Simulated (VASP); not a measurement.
Here is a VASP 6.6.1 calculation.

The input INCAR:

```
PREC = Accurate
ENCUT = 520
EDIFF = 1E-7
ISMEAR = -1
SIGMA = 0.05
LREAL = F
LASPH = T
NELM = 150
ALGO = Normal
ISIF = 2
LWAVE = F
LCHARG = T
ISPIN = 2
MAGMOM = 1.5
LORBIT = 11
LMAXMIX = 4
GGA = PE
LELF = T
LVHAR = T
NBANDS = 15
```

Contents of KPOINTS:

```
Automatic mesh
0
Gamma
  20 20 20
```

POSCAR

```
Ni
1.0
   -0.0530385000      1.7414307500      1.7414307500
    1.7414307500     -0.0530385000      1.7414307500
    1.7414307500      1.7414307500     -0.0530385000
Ni
1
Direct
    0.0000000000      0.0000000000      0.0000000000
```

Potentials or basis: VASP PAW PBE potentials, release 64 (Ni).

The run is started by

```sh
$ cat potpaw_PBE.64/Ni/POTCAR > POTCAR
$ mpirun -np 1 vasp_std > vasp.out
```

(1) What does it give for the pressure?

(2) Predict the site moments.

(3) Predict the net moment.

Results:

(1) -2.2 GPa.

(2) Ni +0.64 μB.

(3) 0.63 μB per cell.

Caveat: the cell differs from its parent crystal (equal xy, yz and zx shear strains of -3 %).
